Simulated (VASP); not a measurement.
Mg8O9 (a cell with a defect): single point with PBEsol

The system is Mg8O9 (a cell with a defect).

```
Mg O
1.0
     0.00000    3.89500    3.89500
     3.89500    0.00000    3.89500
     3.89500    3.89500    0.00000
Mg O
8 9
Direct
  0.97843 0.02506 0.98673
  0.98840 0.07160 0.47635
  0.99651 0.49697 0.96501
  0.00058 0.46599 0.50299
  0.50511 0.04154 0.97515
  0.50171 0.99470 0.45842
  0.50325 0.50538 0.97082
  0.47270 0.53724 0.46232
  0.22832 0.29220 0.20994
  0.25694 0.27199 0.69733
  0.06105 0.79384 0.35866
  0.26589 0.75652 0.69914
  0.72564 0.27490 0.24807
  0.73157 0.30191 0.72569
  0.73498 0.77121 0.21680
  0.74195 0.78172 0.73271
  0.30556 0.81891 0.11275
```

* Program: VASP 6.6.1
* Task: single point
* Functional: PBEsol
* Potentials or basis: VASP PAW PBE potentials, release 64 (Mg, O)
* Cutoff: 520 eV
* k mesh: 2 × 2 × 2
* Occupations: fermi-dirac, width 0.05 eV
* Spin: collinear spin, zero start
* Starting moments: [0.0, 0.0, 0.0, 0.0, 0.0, 0.0, 0.0, 0.0, 0.0, 0.0, 0.0, 0.0, 0.0, 0.0, 0.0, 0.0, 0.0] μB

```json
{
 "Pressure": "99.3 GPa",
 "Largest force": "4.294 eV/Å",
 "Band gap on the k mesh": "5.26 eV",
 "Net moment": "0.00 μB per cell",
 "Valence electrons inside the program's atomic spheres": "Mg 0.60, 0.74, 0.62, 0.86, 0.75, 0.64, 0.70, 0.67; O 5.30, 5.26, 5.27, 5.24, 5.25, 5.34, 5.20, 5.28 (each value once)"
}
```

Forces on the atoms (eV/Å):
```
Mg  -1.384  0.281 -0.118
Mg   0.144  0.351 -4.023
Mg   1.935 -1.653  1.856
Mg   1.460 -2.719  1.893
Mg  -2.203 -1.687  2.720
Mg   2.941  2.689  1.600
Mg   2.653 -1.001  1.559
Mg  -1.303 -0.345  0.278
O   -0.788  1.569  1.047
O    0.293  1.783 -1.329
O    0.491  0.730  0.272
O    3.692 -0.579 -1.088
O   -1.466 -1.615  0.662
O   -2.310  0.633 -3.254
O   -1.614  0.689  0.243
O    0.873 -0.069 -1.980
O   -3.415  0.943 -0.338
```

Stress tensor (GPa, compression positive):
```
105.23   1.77  -3.94
  1.77  78.89   1.27
 -3.94   1.27 113.74
```

Levels at points of the mesh, in eV from the valence-band top:
Spin up:
| k point | band 31 | band 32 | band 33 | band 34 | band 35 | band 36 | band 37 | band 38 | band 39 | band 40 |
| --- | --- | --- | --- | --- | --- | --- | --- | --- | --- | --- |
| (0.00, 0.00, 0.00) | -1.85 | -1.78 | -1.43 | -1.25 | -1.18 | 5.26 | 6.39 | 6.51 | 7.18 | 7.25 |
| (0.50, 0.00, 0.00) | -1.85 | -1.71 | -1.35 | -0.84 | -0.04 | 5.95 | 7.07 | 7.26 | 7.95 | 8.52 |
| (0.00, 0.50, 0.00) | -2.46 | -1.90 | -1.45 | -1.36 | -0.34 | 7.00 | 7.27 | 7.90 | 8.14 | 8.23 |
| (0.00, 0.00, 0.50) | -1.79 | -1.67 | -1.29 | -0.91 | -0.09 | 6.00 | 7.07 | 7.10 | 8.01 | 8.58 |
| (0.50, 0.50, 0.50) | -2.22 | -1.84 | -1.59 | -1.52 | -0.26 | 6.97 | 7.27 | 7.55 | 8.00 | 8.38 |
| (0.50, 0.50, 0.00) | -2.26 | -1.65 | -1.43 | -0.60 | -0.04 | 5.99 | 7.96 | 8.41 | 8.63 | 9.08 |
| (0.00, 0.50, 0.50) | -2.18 | -1.67 | -1.36 | -0.90 | -0.09 | 6.05 | 8.22 | 8.36 | 8.76 | 9.11 |
| (0.50, 0.00, 0.50) | -2.37 | -2.21 | -1.97 | -0.75 | 0.00 | 7.29 | 8.06 | 8.36 | 8.59 | 8.88 |
Spin down:
```tsv
k point	band 31	band 32	band 33	band 34	band 35	band 36	band 37	band 38	band 39	band 40
(0.00, 0.00, 0.00)	-1.85	-1.78	-1.43	-1.25	-1.18	5.26	6.39	6.51	7.18	7.25
(0.50, 0.00, 0.00)	-1.85	-1.71	-1.35	-0.84	-0.04	5.95	7.07	7.26	7.95	8.52
(0.00, 0.50, 0.00)	-2.46	-1.90	-1.45	-1.36	-0.34	7.00	7.27	7.90	8.14	8.23
(0.00, 0.00, 0.50)	-1.79	-1.67	-1.29	-0.91	-0.09	6.00	7.07	7.10	8.01	8.58
(0.50, 0.50, 0.50)	-2.22	-1.84	-1.59	-1.52	-0.26	6.97	7.27	7.55	8.00	8.38
(0.50, 0.50, 0.00)	-2.26	-1.65	-1.43	-0.60	-0.04	5.99	7.96	8.41	8.63	9.08
(0.00, 0.50, 0.50)	-2.18	-1.67	-1.36	-0.90	-0.09	6.05	8.22	8.36	8.76	9.11
(0.50, 0.00, 0.50)	-2.37	-2.21	-1.97	-0.75	0.00	7.29	8.06	8.36	8.59	8.88
```

Run time: 3.5 min on 1 thread of Intel(R) Xeon(R) Platinum 8375C CPU @ 2.90GHz (Ice Lake), with other jobs on the host, peak memory 0.34 GiB.

Caveat: the k points lie up to 0.70 Å⁻¹ apart; the PAW data sets were made with another functional, which shifts forces and pressure a little.
